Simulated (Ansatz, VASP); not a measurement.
# O: VASP beside Ansatz

```
CELL_PARAMETERS angstrom
1.42335 0.82177 3.40830
-1.42335 0.82177 3.40830
0.00000 -1.64354 3.40830
ATOMIC_POSITIONS crystal
O 0.05770 0.05770 0.05770
O 0.94230 0.94230 0.94230
```

Alike in both runs: task single point; functional PBEsol; k mesh 6 × 6 × 6; occupations gaussian, width 0.1 eV; no spin polarisation.

|  | VASP | Ansatz |
| --- | --- | --- |
| version | VASP 6.6.1 | Ansatz 0.2.0 |
| potentials or method | VASP PAW PBE potentials, release 64 (O), cutoff 600 eV | scalar-relativistic, plane waves, PAW |
| valence electrons in the cell | 12 | 12 |

Ansatz gave:

- gap on the k mesh at the Fermi level (eV): none
- pressure (GPa): 1.4
- traceless stress, the component that is largest in VASP (GPa): 19.68
- rms of the force components (eV/Å): 1.214

**Question.** Estimate VASP's values.

**Answer.** gap on the k mesh at the Fermi level (eV): none; pressure (GPa): 5.7; traceless stress, the component that is largest in VASP (GPa): 29.07; rms of the force components (eV/Å): 2.263.

VASP's potentials were made for PBE, not for PBEsol. Atom by atom the forces differ by 1.048 eV/Å (rms over components). A gap of «none» marks a metal or a gap that the smearing closes.

The k mesh is coarse, so the values compare programs but aren't converged. Noted on VASP's run: the standard files for N, O and F lose accuracy on very short bonds; spin is off for a triplet molecule.
